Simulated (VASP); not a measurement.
# Bi2Se3 (R-3m) in VASP: a series of runs

Bi2Se3 is run at these levels: PBE; tasks: single point.

All numbers are computed with VASP 6.6.1; they aren't measurements. Logs are shortened: lines on timing, memory, paths and dates and some standing lists are left out, and cuts for length are marked.

## Step 1: The cell of the first run

Symmetry: R-3m, No. 166, trigonal system. Conventional cell: a = 4.019 Å, b = 4.019 Å, c = 28.636 Å, α = 90.00°, β = 90.00°, γ = 120.00°. Within 3.7 Å of Bi (site symmetry 3m) lie 6 Se at 2.79 to 3.02 Å. Se (site symmetry -3m) has 6 Bi at 3.02 Å and 12 Se at 4.02 to 4.19 Å within 4.2 Å. Within 3.7 Å of Se (site symmetry 3m) lie 3 Bi at 2.79 Å and 3 Se at 3.47 Å.

## Step 2: Single point, PBE (equal xx and yy strain of -3 %)

File INCAR:

```
PREC = Accurate
ENCUT = 520
EDIFF = 1E-6
ISMEAR = -1
SIGMA = 0.03
LREAL = False
LASPH = True
NELM = 60
ALGO = Normal
ISIF = 2
LWAVE = False
LCHARG = False
GGA = PE
NBANDS = 32
```

File KPOINTS:

```
Automatic mesh
0
Gamma
  6 6 6
```

File POSCAR:

```
Bi2Se3
1.0
    2.0093543179      1.1601012563      9.5453300000
   -2.0093543179      1.1601012563      9.5453300000
    0.0000000000     -2.3202025127      9.5453300000
Bi Se
2 3
Direct
    0.4008000000      0.4008000000      0.4008000000
    0.5992000000      0.5992000000      0.5992000000
    0.0000000000      0.0000000000      0.0000000000
    0.2117000000      0.2117000000      0.2117000000
    0.7883000000      0.7883000000      0.7883000000
```

Potentials or basis: VASP PAW PBE potentials, release 64 (Bi_d, Se).

Run with:

```bash
$ cat potpaw_PBE.64/Bi_d/POTCAR potpaw_PBE.64/Se/POTCAR > POTCAR
$ mpirun -np 1 vasp_std > vasp.out
```

OUTCAR:

```text
PREC = Accurate
   ENCUT = 520
   EDIFF = 1E-6
   ISMEAR = -1
   LREAL = False
   LASPH = True
   NELM = 60
   ISIF = 2
   GGA = PE

 ion  position               nearest neighbor table
   1  0.401  0.401  0.401-   5 2.79   5 2.79   5 2.79   3 3.02   3 3.02   3 3.02
   2  0.599  0.599  0.599-   4 2.79   4 2.79   4 2.79   3 3.02   3 3.02   3 3.02
   3  0.000  0.000  0.000-   2 3.02   1 3.02   2 3.02   2 3.02   1 3.02   1 3.02
   4  0.212  0.212  0.212-   2 2.79   2 2.79   2 2.79
   5  0.788  0.788  0.788-   1 2.79   1 2.79   1 2.79

  LATTYP: Found a trigonal (rhomboedric) cell.
 ALAT       =     9.8232715787
 COS(alpha) =     0.9163182521

  Lattice vectors:

 A1 = (   2.0093543179,   1.1601012563,   9.5453300000)
 A2 = (  -2.0093543179,   1.1601012563,   9.5453300000)
 A3 = (   0.0000000000,  -2.3202025127,   9.5453300000)

Analysis of symmetry for initial positions (statically):
=====================================================================
 Subroutine PRICEL returns:
 Original cell was already a primitive cell.

 Routine SETGRP: Setting up the symmetry group for a
 trigonal (rhombohedral) supercell.

 Subroutine GETGRP returns: Found 12 space group operations
 (whereof 12 operations were pure point group operations)
 out of a pool of 12 trial point group operations.

The static configuration has the point symmetry D_3d.

Analysis of symmetry for dynamics (positions and initial velocities):
=====================================================================
 Subroutine PRICEL returns:
 Original cell was already a primitive cell.

 Routine SETGRP: Setting up the symmetry group for a
 trigonal (rhombohedral) supercell.

 Subroutine GETGRP returns: Found 12 space group operations
 (whereof 12 operations were pure point group operations)
 out of a pool of 12 trial point group operations.

The dynamic configuration has the point symmetry D_3d.

 Subroutine INISYM returns: Found 12 space group operations
 (whereof 12 operations are pure point group operations),
 and found     1 'primitive' translations

----------------------------------------------------------------------------------------

                                     Primitive cell

  volume of cell :     133.5041

  direct lattice vectors                    reciprocal lattice vectors
     2.009354318  1.160101256  9.545330000     0.248836154  0.143665620  0.034921091
    -2.009354318  1.160101256  9.545330000    -0.248836154  0.143665620  0.034921091
     0.000000000 -2.320202513  9.545330000     0.000000000 -0.287331241  0.034921091

  length of vectors
     9.823271579  9.823271579  9.823271579     0.289445547  0.289445547  0.289445547

  position of ions in fractional coordinates (direct lattice)
     0.400800000  0.400800000  0.400800000
     0.599200000  0.599200000  0.599200000
     0.000000000  0.000000000  0.000000000
     0.211700000  0.211700000  0.211700000
     0.788300000  0.788300000  0.788300000

  ion indices of the primitive-cell ions
   primitive index   ion index
                 1           1
                 2           2
                 3           3
                 4           4
                 5           5

----------------------------------------------------------------------------------------

 KPOINTS: Automatic mesh

Automatic generation of k-mesh.
 Grid dimensions read from file:
 generate k-points for:    6    6    6

 Generating k-lattice:

  Cartesian coordinates                     Fractional coordinates (reciprocal lattice)
     0.041472692  0.023944270  0.005820182     0.166666667  0.000000000 -0.000000000
    -0.041472692  0.023944270  0.005820182     0.000000000  0.166666667 -0.000000000
     0.000000000 -0.047888540  0.005820182     0.000000000  0.000000000  0.166666667

  Length of vectors
     0.048240924  0.048240924  0.048240924

  Shift w.r.t. Gamma in fractional coordinates (k-lattice)
     0.000000000  0.000000000  0.000000000

 Subroutine IBZKPT returns following result:
 ===========================================

 Found     32 irreducible k-points:

 Following reciprocal coordinates:
            Coordinates               Weight
  0.000000  0.000000  0.000000      1.000000
  0.166667 -0.000000 -0.000000      6.000000
  0.333333 -0.000000  0.000000      6.000000
  0.500000  0.000000 -0.000000      3.000000
  0.166667  0.166667 -0.000000      6.000000
  0.333333  0.166667 -0.000000     12.000000
[... 16 lines left out ...]
  0.500000  0.500000  0.166667      6.000000
 -0.333333  0.500000  0.166667     12.000000
 [... further k-points ...]
   k-points           NKPTS =     32   k-points in BZ     NKDIM =     32   number of bands    NBANDS=     32
   number of dos      NEDOS =    301   number of ions     NIONS =      5
   total plane-waves  NPLWV = 512000
   dimension x,y,z NGX =    80 NGY =   80 NGZ =   80
   dimension x,y,z NGXF=   160 NGYF=  160 NGZF=  160
   ions per type =               2   3
   NGX,Y,Z   is equivalent  to a cutoff of  13.54, 13.54, 13.54 a.u.
   NGXF,Y,Z  is equivalent  to a cutoff of  27.08, 27.08, 27.08 a.u.
 SYSTEM =  unknown system
   PREC   = accura    normal or accurate (medium, high low for compatibility)
   ISTART =      0    job   : 0-new  1-cont  2-samecut
   ICHARG =      2    charge: 1-file 2-atom 10-const
   ISPIN  =      1    spin polarized calculation?
   LNONCOLLINEAR =      F non collinear calculations
   LSORBIT =      F    spin-orbit coupling
   LASPH  =      T    aspherical Exc in radial PAW
   ENCUT  =  520.0 eV  38.22 Ry    6.18 a.u.  18.26 18.26 18.26*2*pi/ulx,y,z
   NELM   =     60;   NELMIN=  2; NELMDL= -5     # of ELM steps
   EDIFF  = 0.1E-05   stopping-criterion for ELM
   LREAL  =      F    real-space projection
   EDIFFG = 0.1E-04   stopping-criterion for IOM
   NSW    =      0    number of steps for IOM
   IBRION =     -1    ionic relax: 0-MD 1-quasi-New 2-CG
   NFREE  =      0    steps in history (QN), initial steepest desc. (CG)
   ISIF   =      2    stress and relaxation
   ISYM   =      2    0-nonsym 1-usesym 2-fastsym
   POTIM  = 0.5000    time-step for ionic-motion
   TEBEG  =    0.0;   TEEND  =   0.0 temperature during run
   PSTRESS=    0.0 pullay stress
   NELECT =      48.0000    total number of electrons
   NUPDOWN=      -1.0000    fix difference up-down
   EMIN   =  10.00;   EMAX   =-10.00  energy-range for DOS
   EFERMI =   0.00;   METHOD = LEGACY
   ISMEAR =    -1;   SIGMA  =   0.03  broadening in eV -4-tet -1-fermi 0-gaus
   EFERMI_NEDOS =   21; number of points for ismear=-14 and -15
   IALGO  =     38    algorithm
   IMIX   =      4    mixing-type and parameters
     AMIX     =   0.40;   BMIX     =  1.00
     AMIX_MAG =   1.60;   BMIX_MAG =  1.00
  volume/ion in A,a.u.               =      26.70       180.19
  Fermi-wavevector in a.u.,A,eV,Ry     =   1.164100  2.199830 18.437654  1.355129
  Thomas-Fermi vector in A             =   2.300642
   LORBIT       =      0    0 simple, 1 ext, 2 COOP (PROOUT), +10 PAW based schemes
   GGA     = PE    functional components
   LHFCALC =     F    Hartree Fock is set to
   AEXX    =    0.0000 exact exchange contribution
   IVDW    =     0    specifies the selected vdW correction
   LEPSILON=     F    determine dielectric tensor
   LRPA    =     F    only Hartree local field effects (RPA)
 non-spin polarized calculation
  energy-cutoff  :      520.00
  volume of cell :      133.50
 maximum number of plane-waves:      3648
 NGX is ok and might be reduce to    80
   NGX = 37   NGY = 37   NGZ = 37

 number of electron      47.9999997 magnetization

 Free energy of the ion-electron system (eV)
  ---------------------------------------------------
  ext. energy  EPLUGINS =         0.00000000
  ---------------------------------------------------
  free energy    TOTEN  =       -19.89346714 eV

  energy without entropy =      -19.89343102  energy(sigma->0) =      -19.89344908

 E-fermi :   5.9390     XC(G=0):  -9.7777

 val. band max:        5.8059922822   @ k =   0.0000   0.0000   0.0000
 cond. band min:       6.0723135259   @ k =   0.0000   0.0000   0.0000
 fundamental gap:      0.2663212437
 Fermi energy:         5.9389870644

 k-point     1 :       0.0000    0.0000    0.0000
  band No.  band energies     occupation
      1     -17.5005      2.00000
      2     -17.5005      2.00000
      3     -17.4983      2.00000
      4     -17.4983      2.00000
      5     -17.4800      2.00000
      6     -17.4767      2.00000
[... 24 lines left out ...]
     31      11.3164      0.00000
     32      12.7729      0.00000

 k-point     2 :       0.1667   -0.0000   -0.0000
  band No.  band energies     occupation
      1     -17.5061      2.00000
      2     -17.5030      2.00000
      3     -17.4918      2.00000
      4     -17.4897      2.00000
      5     -17.4755      2.00000
      6     -17.4718      2.00000
[... 24 lines left out ...]
     31      10.7237      0.00000
     32      11.6955      0.00000

 k-point     3 :       0.3333   -0.0000    0.0000
  band No.  band energies     occupation
      1     -17.5205      2.00000
      2     -17.5152      2.00000
      3     -17.4830      2.00000
      4     -17.4804      2.00000
      5     -17.4778      2.00000
      6     -17.4771      2.00000
[... 24 lines left out ...]
     31      10.3304      0.00000
     32      12.1517      0.00000

 k-point     4 :       0.5000    0.0000   -0.0000
  band No.  band energies     occupation
      1     -17.5287      2.00000
      2     -17.5220      2.00000
      3     -17.4871      2.00000
      4     -17.4816      2.00000
      5     -17.4796      2.00000
      6     -17.4746      2.00000
[... 654 lines left out ...]
     31      10.2719      0.00000
     32      12.6617      0.00000

 k-point    23 :       0.5000    0.5000    0.1667
  band No.  band energies     occupation
      1     -17.5204      2.00000
      2     -17.5153      2.00000
      3     -17.4829      2.00000
      4     -17.4805      2.00000
      5     -17.4779      2.00000
      6     -17.4771      2.00000
[... 24 lines left out ...]
     31      10.3115      0.00000
     32      11.8248      0.00000

 k-point    24 :      -0.3333    0.5000    0.1667
  band No.  band energies     occupation
      1     -17.5186      2.00000
      2     -17.5138      2.00000
      3     -17.4864      2.00000
      4     -17.4811      2.00000
      5     -17.4802      2.00000
      6     -17.4768      2.00000
[... 24 lines left out ...]
     31      10.8922      0.00000
     32      12.1232      0.00000

 [... further k-points ...]

------------------------ aborting loop because EDIFF is reached ----------------------------------------

  FORCE on cell =-STRESS in cart. coord.  units (eV):
  Direction    XX          YY          ZZ          XY          YZ          ZX
  --------------------------------------------------------------------------------------
  -------------------------------------------------------------------------------------
  Total        6.4065540      6.4065540      5.3640266      0.0000000     -0.0000000      0.0000000
  in kB       76.8847933     76.8847933     64.3734648      0.0000000     -0.0000000      0.0000000
  external PRESSURE =      72.7143504 kB  Pullay stress =       0.0000000 kB

 VOLUME and BASIS-vectors are now :
 -----------------------------------------------------------------------------
  energy-cutoff  :      520.00
  volume of cell :      133.50
      direct lattice vectors                 reciprocal lattice vectors
     2.009354318  1.160101256  9.545330000     0.248836154  0.143665620  0.034921091
    -2.009354318  1.160101256  9.545330000    -0.248836154  0.143665620  0.034921091
     0.000000000 -2.320202513  9.545330000     0.000000000 -0.287331241  0.034921091

 POSITION                                       TOTAL-FORCE (eV/Angst)
 -----------------------------------------------------------------------------------
      0.00000     -0.00000     11.47730         0.000000      0.000000     -0.439141
      0.00000     -0.00000     17.15869         0.000000     -0.000000      0.439141
      0.00000      0.00000      0.00000         0.000000     -0.000000      0.000000
      0.00000     -0.00000      6.06224         0.000000      0.000000     -0.654112
      0.00000     -0.00000     22.57375         0.000000     -0.000000      0.654112
 -----------------------------------------------------------------------------------
    total drift:                                0.000000      0.000000     -0.000000

  FREE ENERGIE OF THE ION-ELECTRON SYSTEM (eV)
  ---------------------------------------------------
  free  energy   TOTEN  =       -19.8934671424 eV

  energy  without entropy=      -19.8934310198  energy(sigma->0) =      -19.89344908
```

Wall time 7.3 min (1 thread of Intel Xeon 6975P-C (Granite Rapids), shared host); peak memory 0.92 GiB.

What came out:

| Quantity | Value |
| --- | --- |
| Free energy | -19.8935 eV |
| Pressure | 7.3 GPa |
| Largest force | 0.654 eV/Å |
| Band gap on the k mesh | 0.27 eV |

Forces on the atoms (eV/Å):
```
Bi   0.000  0.000 -0.439
Bi   0.000  0.000  0.439
Se   0.000  0.000  0.000
Se   0.000  0.000 -0.654
Se   0.000  0.000  0.654
```

Levels at points of the mesh, in eV from the valence-band top:
| k point | band 20 | band 21 | band 22 | band 23 | band 24 | band 25 | band 26 | band 27 | band 28 | band 29 |
| --- | --- | --- | --- | --- | --- | --- | --- | --- | --- | --- |
| (0.00, 0.00, 0.00) | -2.05 | -2.05 | -1.36 | -1.36 | 0.00 | 0.27 | 1.40 | 1.40 | 2.15 | 2.73 |
| (0.50, 0.00, 0.00) | -3.37 | -3.33 | -2.55 | -1.47 | -0.70 | 0.72 | 1.84 | 2.81 | 3.00 | 3.74 |
| (0.50, 0.50, 0.00) | -2.89 | -2.18 | -2.15 | -1.87 | -1.31 | 1.09 | 1.77 | 2.54 | 2.97 | 3.51 |
| (0.50, 0.50, 0.50) | -1.81 | -1.55 | -1.52 | -1.52 | -0.53 | 0.63 | 1.71 | 1.71 | 2.18 | 2.39 |

Caveat: the cell differs from its parent crystal (equal xx and yy strain of -3 %); the cell stands under pressure; spin-orbit coupling is left out, which moves the levels of the heavy elements.

(Continued in part 2 of 2.)
